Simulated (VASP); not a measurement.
# Rh (I4/mmm) in VASP: a series of runs

The runs below take Rh through single point, with r2SCAN.

Everything below comes from runs of VASP 6.6.1. Logs are shortened: lines on timing, memory, paths and dates and some standing lists are left out, and cuts for length are marked.

## (1) The cell of the first run

Symmetry: I4/mmm, No. 139, tetragonal system. Conventional cell: a = 2.689 Å, b = 2.689 Å, c = 3.841 Å, α = 90.00°, β = 90.00°, γ = 90.00°. Rh (site symmetry 4/mmm) has 12 Rh at 2.69 to 2.70 Å within 3.5 Å.

## (2) Single point, r2SCAN (strain +0.0100 x Voigt [0, 1, 0, 0, 0, 0])

Input file POSCAR:

```
Rh
1.0
    0.0000000000      1.9205655000      1.9015500000
    1.9015500000      0.0000000000      1.9015500000
    1.9015500000      1.9205655000      0.0000000000
Rh
1
Direct
    0.0000000000      0.0000000000      0.0000000000
```

Input file INCAR.step1:

```
SYSTEM = Rh
PREC = Accurate
ENCUT = 520
ISMEAR = 0
SIGMA = 0.15
LREAL = .FALSE.
LASPH = .TRUE.
NELM = 100
NBANDS = 14
GGA = PE
ALGO = Normal
EDIFF = 1E-4
LWAVE = .TRUE.
LCHARG = .FALSE.
```

Input file INCAR.step2:

```
SYSTEM = Rh
PREC = Accurate
ENCUT = 520
EDIFF = 1E-7
ISMEAR = 0
SIGMA = 0.15
LREAL = .FALSE.
LASPH = .TRUE.
NELM = 100
ALGO = Normal
ISIF = 2
LWAVE = .FALSE.
LCHARG = .FALSE.
METAGGA = R2SCAN
LMIXTAU = .TRUE.
NBANDS = 14
ISTART = 1
```

Input file KPOINTS:

```
regular mesh
0
G
  22 22 22
  0 0 0
```

Potentials or basis: VASP PAW PBE potentials, release 64 (Rh_pv).

Run with:

```bash
$ cat potpaw_PBE.64/Rh_pv/POTCAR > POTCAR
$ cp INCAR.step1 INCAR
$ mpirun -np 1 vasp_std > vasp.out
$ cp INCAR.step2 INCAR
$ mpirun -np 1 vasp_std > vasp.out
```

OUTCAR:

```text
SYSTEM = Rh
   PREC = Accurate
   ENCUT = 520
   EDIFF = 1E-7
   ISMEAR = 0
   LREAL = .FALSE.
   LASPH = .TRUE.
   NELM = 100
   ISIF = 2
   METAGGA = R2SCAN
   ISTART = 1

 ion  position               nearest neighbor table
   1  0.000  0.000  0.000-

  LATTYP: Found a body centered tetragonal cell.
 ALAT       =     2.6891977995
 C/A-ratio  =     1.4283556980

  Lattice vectors:

 A1 = (   0.0000000000,  -1.9205655000,   1.9015500000)
 A2 = (   0.0000000000,  -1.9205655000,  -1.9015500000)
 A3 = (   1.9015500000,   1.9205655000,   0.0000000000)

Analysis of symmetry for initial positions (statically):
=====================================================================
 Subroutine PRICEL returns:
 Original cell was already a primitive cell.

 Routine SETGRP: Setting up the symmetry group for a
 body centered tetragonal supercell.

 Subroutine GETGRP returns: Found 16 space group operations
 (whereof 16 operations were pure point group operations)
 out of a pool of 16 trial point group operations.

The static configuration has the point symmetry D_4h.

Analysis of symmetry for dynamics (positions and initial velocities):
=====================================================================
 Subroutine PRICEL returns:
 Original cell was already a primitive cell.

 Routine SETGRP: Setting up the symmetry group for a
 body centered tetragonal supercell.

 Subroutine GETGRP returns: Found 16 space group operations
 (whereof 16 operations were pure point group operations)
 out of a pool of 16 trial point group operations.

The dynamic configuration has the point symmetry D_4h.

 Subroutine INISYM returns: Found 16 space group operations
 (whereof 16 operations are pure point group operations),
 and found     1 'primitive' translations

----------------------------------------------------------------------------------------

                                     Primitive cell

  volume of cell :      13.8891

  direct lattice vectors                    reciprocal lattice vectors
     0.000000000  1.920565500  1.901550000    -0.262943388  0.260339988  0.262943388
     1.901550000  0.000000000  1.901550000     0.262943388 -0.260339988  0.262943388
     1.901550000  1.920565500  0.000000000     0.262943388  0.260339988 -0.262943388

  length of vectors
     2.702677236  2.689197800  2.702677236     0.453933211  0.453933211  0.453933211

  position of ions in fractional coordinates (direct lattice)
     0.000000000  0.000000000  0.000000000

  ion indices of the primitive-cell ions
   primitive index   ion index
                 1           1

----------------------------------------------------------------------------------------

 KPOINTS: regular mesh

Automatic generation of k-mesh.
 Grid dimensions read from file:
 generate k-points for:   22   22   22

 Generating k-lattice:

  Cartesian coordinates                     Fractional coordinates (reciprocal lattice)
    -0.011951972  0.011833636  0.011951972     0.045454545  0.000000000 -0.000000000
     0.011951972 -0.011833636  0.011951972     0.000000000  0.045454545  0.000000000
     0.011951972  0.011833636 -0.011951972    -0.000000000  0.000000000  0.045454545

  Length of vectors
     0.020633328  0.020633328  0.020633328

  Shift w.r.t. Gamma in fractional coordinates (k-lattice)
     0.000000000  0.000000000  0.000000000

 Subroutine IBZKPT returns following result:
 ===========================================

 Found    834 irreducible k-points:

 Following reciprocal coordinates:
            Coordinates               Weight
  0.000000  0.000000  0.000000      1.000000
  0.045455  0.000000 -0.000000      8.000000
  0.090909  0.000000 -0.000000      8.000000
  0.136364  0.000000  0.000000      8.000000
  0.181818  0.000000  0.000000      8.000000
  0.227273  0.000000 -0.000000      8.000000
[... 16 lines left out ...]
  0.500000  0.045455 -0.000000     16.000000
 -0.454545  0.045455 -0.000000     16.000000
 [... further k-points ...]
   k-points           NKPTS =    834   k-points in BZ     NKDIM =    834   number of bands    NBANDS=     14
   number of dos      NEDOS =    301   number of ions     NIONS =      1
   total plane-waves  NPLWV =   8000
   dimension x,y,z NGX =    20 NGY =   20 NGZ =   20
   dimension x,y,z NGXF=    40 NGYF=   40 NGZF=   40
   ions per type =               1
   NGX,Y,Z   is equivalent  to a cutoff of  12.30, 12.36, 12.30 a.u.
   NGXF,Y,Z  is equivalent  to a cutoff of  24.60, 24.73, 24.60 a.u.
 SYSTEM =  Rh
   PREC   = accura    normal or accurate (medium, high low for compatibility)
   ISTART =      1    job   : 0-new  1-cont  2-samecut
   ICHARG =      0    charge: 1-file 2-atom 10-const
   ISPIN  =      1    spin polarized calculation?
   LNONCOLLINEAR =      F non collinear calculations
   LSORBIT =      F    spin-orbit coupling
   LASPH  =      T    aspherical Exc in radial PAW
   ENCUT  =  520.0 eV  38.22 Ry    6.18 a.u.   5.03  5.00  5.03*2*pi/ulx,y,z
   NELM   =    100;   NELMIN=  2; NELMDL=  0     # of ELM steps
   EDIFF  = 0.1E-06   stopping-criterion for ELM
   LREAL  =      F    real-space projection
   EDIFFG = 0.1E-05   stopping-criterion for IOM
   NSW    =      0    number of steps for IOM
   IBRION =     -1    ionic relax: 0-MD 1-quasi-New 2-CG
   NFREE  =      0    steps in history (QN), initial steepest desc. (CG)
   ISIF   =      2    stress and relaxation
   ISYM   =      2    0-nonsym 1-usesym 2-fastsym
   POTIM  = 0.5000    time-step for ionic-motion
   TEBEG  =    0.0;   TEEND  =   0.0 temperature during run
   PSTRESS=    0.0 pullay stress
   NELECT =      15.0000    total number of electrons
   NUPDOWN=      -1.0000    fix difference up-down
   EMIN   =  10.00;   EMAX   =-10.00  energy-range for DOS
   EFERMI =   0.00;   METHOD = LEGACY
   ISMEAR =     0;   SIGMA  =   0.15  broadening in eV -4-tet -1-fermi 0-gaus
   EFERMI_NEDOS =   21; number of points for ismear=-14 and -15
   IALGO  =     38    algorithm
   IMIX   =      4    mixing-type and parameters
     AMIX     =   0.40;   BMIX     =  1.00
     AMIX_MAG =   1.60;   BMIX_MAG =  1.00
  volume/ion in A,a.u.               =      13.89        93.73
  Fermi-wavevector in a.u.,A,eV,Ry     =   1.679630  3.174041 38.384186  2.821158
  Thomas-Fermi vector in A             =   2.763508
   LORBIT       =      0    0 simple, 1 ext, 2 COOP (PROOUT), +10 PAW based schemes
   METAGGA = R2SCAN    functional components
   LHFCALC =     F    Hartree Fock is set to
   AEXX    =    0.0000 exact exchange contribution
   IVDW    =     0    specifies the selected vdW correction
   LEPSILON=     F    determine dielectric tensor
   LRPA    =     F    only Hartree local field effects (RPA)
 non-spin polarized calculation
 Gauss-broadening in eV      SIGMA  =   0.15
  energy-cutoff  :      520.00
  volume of cell :       13.89
 maximum number of plane-waves:       388
   NGX =  9   NGY =  9   NGZ =  9

 number of electron      15.0000005 magnetization

 Free energy of the ion-electron system (eV)
  ---------------------------------------------------
  ext. energy  EPLUGINS =         0.00000000
  ---------------------------------------------------
  free energy    TOTEN  =       -24.14330141 eV

  energy without entropy =      -24.12853717  energy(sigma->0) =      -24.13591929

 E-fermi :  11.5411     XC(G=0): -15.1295

 val. band max:       11.5382965299   @ k =   0.1364   0.4091   0.0455
 cond. band min:      11.5411716433   @ k =   0.5000   0.4091  -0.0000
 fundamental gap:      0.0028751134
 Fermi energy:        11.5410921071

 k-point     1 :       0.0000    0.0000    0.0000
  band No.  band energies     occupation
      1     -36.2256      2.00000
      2     -36.2198      2.00000
      3     -36.2198      2.00000
      4       3.4447      2.00000
      5       8.3529      2.00000
      6       8.4634      2.00000
      7       8.4634      2.00000
      8      10.4249      2.00000
      9      10.5568      2.00000
     10      28.2719      0.00000
     11      28.9472      0.00000
     12      33.7545      0.00000
     13      34.0671      0.00000
     14      34.0671      0.00000

 k-point     2 :       0.0455    0.0000   -0.0000
  band No.  band energies     occupation
      1     -36.2382      2.00000
      2     -36.2254      2.00000
      3     -36.2218      2.00000
      4       3.5315      2.00000
      5       8.3521      2.00000
      6       8.4594      2.00000
      7       8.4972      2.00000
      8      10.4071      2.00000
      9      10.5367      2.00000
     10      28.3955      0.00000
     11      28.9469      0.00000
     12      33.4307      0.00000
     13      34.0133      0.00000
     14      34.1909      0.00000

 k-point     3 :       0.0909    0.0000   -0.0000
  band No.  band energies     occupation
      1     -36.2842      2.00000
      2     -36.2324      2.00000
      3     -36.2277      2.00000
      4       3.7844      2.00000
      5       8.2757      2.00000
      6       8.5252      2.00000
      7       8.5906      2.00000
      8      10.3649      2.00000
      9      10.4867      2.00000
     10      28.7388      0.00000
     11      28.9464      0.00000
     12      32.3226      0.00000
     13      34.3477      0.00000
     14      34.5537      0.00000
[... 324 lines left out ...]
 k-point    23 :       0.5000    0.0455   -0.0000
  band No.  band energies     occupation
      1     -36.9749      2.00000
      2     -36.3397      2.00000
      3     -36.3272      2.00000
      4       5.3638      2.00000
      5       8.2603      2.00000
      6       8.3720      2.00000
      7      11.3572      1.91697
      8      12.1428      0.00000
      9      13.2120      0.00000
     10      20.5589      0.00000
     11      27.9394      0.00000
     12      28.9463      0.00000
     13      33.4906      0.00000
     14      33.6469      0.00000

 k-point    24 :      -0.4545    0.0455   -0.0000
  band No.  band energies     occupation
      1     -36.9697      2.00000
      2     -36.3393      2.00000
      3     -36.3262      2.00000
      4       5.3720      2.00000
      5       8.2710      2.00000
      6       8.3764      2.00000
      7      11.3464      1.93353
      8      12.0447      0.00000
      9      13.1473      0.00000
     10      20.7120      0.00000
     11      27.9707      0.00000
     12      28.9463      0.00000
     13      33.4240      0.00000
     14      33.8461      0.00000

 [... further k-points ...]

------------------------ aborting loop because EDIFF is reached ----------------------------------------

  FORCE on cell =-STRESS in cart. coord.  units (eV):
  Direction    XX          YY          ZZ          XY          YZ          ZX
  --------------------------------------------------------------------------------------
  -------------------------------------------------------------------------------------
  Total       -0.1189873     -0.3257973     -0.1189873      0.0000000      0.0000000      0.0000000
  in kB      -13.7257622    -37.5823071    -13.7257622      0.0000000      0.0000000      0.0000000
  external PRESSURE =     -21.6779438 kB  Pullay stress =       0.0000000 kB

 VOLUME and BASIS-vectors are now :
 -----------------------------------------------------------------------------
  energy-cutoff  :      520.00
  volume of cell :       13.89
      direct lattice vectors                 reciprocal lattice vectors
     0.000000000  1.920565500  1.901550000    -0.262943388  0.260339988  0.262943388
     1.901550000  0.000000000  1.901550000     0.262943388 -0.260339988  0.262943388
     1.901550000  1.920565500  0.000000000     0.262943388  0.260339988 -0.262943388

 POSITION                                       TOTAL-FORCE (eV/Angst)
 -----------------------------------------------------------------------------------
      0.00000      0.00000      0.00000        -0.000000      0.000000     -0.000000
 -----------------------------------------------------------------------------------
    total drift:                                0.000000      0.000000     -0.000000

  FREE ENERGIE OF THE ION-ELECTRON SYSTEM (eV)
  ---------------------------------------------------
  free  energy   TOTEN  =       -24.1433014103 eV

  energy  without entropy=      -24.1285371670  energy(sigma->0) =      -24.13591929
```

It took 3.7 min on 1 thread of Intel Xeon 6975P-C (Granite Rapids), shared host; peak memory 0.26 GiB.

Results:

```yaml
Free_energy: -24.1433 eV
Pressure: -2.2 GPa
Band_gap_on_the_k_mesh: zero (an odd number of electrons rules out a gap without spin polarisation)
```

Levels at points of the mesh, in eV from the Fermi level:
| k point | band 5 | band 6 | band 7 | band 8 | band 9 | band 10 |
| --- | --- | --- | --- | --- | --- | --- |
| (0.00, 0.00, 0.00) | -3.19 | -3.08 | -3.08 | -1.12 | -0.98 | 16.73 |
| (0.50, 0.00, 0.00) | -3.28 | -3.17 | 0.56 | 0.61 | 0.92 | 8.99 |
| (0.50, 0.50, 0.00) | -6.08 | 0.51 | 0.99 | 1.09 | 3.55 | 12.84 |
| (0.50, 0.00, 0.50) | -6.07 | 0.51 | 1.03 | 1.03 | 3.33 | 12.56 |

Caveat: the cell differs from its parent crystal (strain +0.0100 x Voigt [0, 1, 0, 0, 0, 0]); an empty level that is flat over the whole mesh can mark a ghost state of the potentials, or a narrow d or f band; the PAW data sets were made with another functional, which shifts forces and pressure a little.

## (3) Single point, r2SCAN (strain +0.0150 x Voigt [0, 1, 0, 0, 0, 0])

Input file POSCAR:

```
Rh
1.0
    0.0000000000      1.9300732500      1.9015500000
    1.9015500000      0.0000000000      1.9015500000
    1.9015500000      1.9300732500      0.0000000000
Rh
1
Direct
    0.0000000000      0.0000000000      0.0000000000
```

Input file INCAR.step1:

```
  ALGO = Normal
  EDIFF = 1E-4
  ENCUT = 520
  GGA = PE
  ISMEAR = 0
  LASPH = T
  LCHARG = F
  LREAL = F
  LWAVE = T
  NBANDS = 14
  NELM = 80
  PREC = Accurate
  SIGMA = 0.15
```

Input file INCAR.step2:

```
  ALGO = Normal
  EDIFF = 1E-6
  ENCUT = 520
  ISIF = 2
  ISMEAR = 0
  ISTART = 1
  LASPH = T
  LCHARG = T
  LELF = T
  LMIXTAU = T
  LREAL = F
  LVHAR = T
  LWAVE = F
  METAGGA = R2SCAN
  NBANDS = 14
  NELM = 80
  PREC = Accurate
  SIGMA = 0.15
```

Input file KPOINTS:

```
k-points
0
Gamma
  22 22 22
```

Potentials or basis: VASP PAW PBE potentials, release 64 (Rh_pv).

Run with:

```bash
$ cat potpaw_PBE.64/Rh_pv/POTCAR > POTCAR
$ cp INCAR.step1 INCAR
$ mpirun -np 1 vasp_std > vasp.out
$ cp INCAR.step2 INCAR
$ mpirun -np 1 vasp_std > vasp.out
```

It took 2.6 min on 1 thread of Intel Xeon 6975P-C (Granite Rapids), shared host; peak memory 0.25 GiB.

The run converged. Its results:

```yaml
Free_energy: -24.1413 eV
Pressure: -3.3 GPa
Band_gap_on_the_k_mesh: zero (an odd number of electrons rules out a gap without spin polarisation)
```

Stress tensor (GPa, compression positive):
```
-2.13  0.00  0.00
 0.00 -5.66  0.00
 0.00  0.00 -2.13
```

Levels at points of the mesh, in eV from the Fermi level:
| k point | band 4 | band 5 | band 6 | band 7 | band 8 | band 9 | band 10 | band 11 |
| --- | --- | --- | --- | --- | --- | --- | --- | --- |
| (0.00, 0.00, 0.00) | -8.06 | -3.20 | -3.03 | -3.03 | -1.14 | -0.95 | 16.74 | 17.41 |
| (0.50, 0.00, 0.00) | -6.20 | -3.28 | -3.12 | 0.54 | 0.62 | 0.93 | 8.93 | 16.28 |
| (0.50, 0.50, 0.00) | -6.39 | -6.03 | 0.50 | 0.96 | 1.10 | 3.58 | 12.83 | 13.75 |
| (0.50, 0.00, 0.50) | -6.39 | -6.02 | 0.51 | 1.02 | 1.02 | 3.25 | 12.40 | 14.11 |

Caveat: the cell differs from its parent crystal (strain +0.0150 x Voigt [0, 1, 0, 0, 0, 0]); the cell stands under tension; an empty level that is flat over the whole mesh can mark a ghost state of the potentials, or a narrow d or f band; the PAW data sets were made with another functional, which shifts forces and pressure a little.
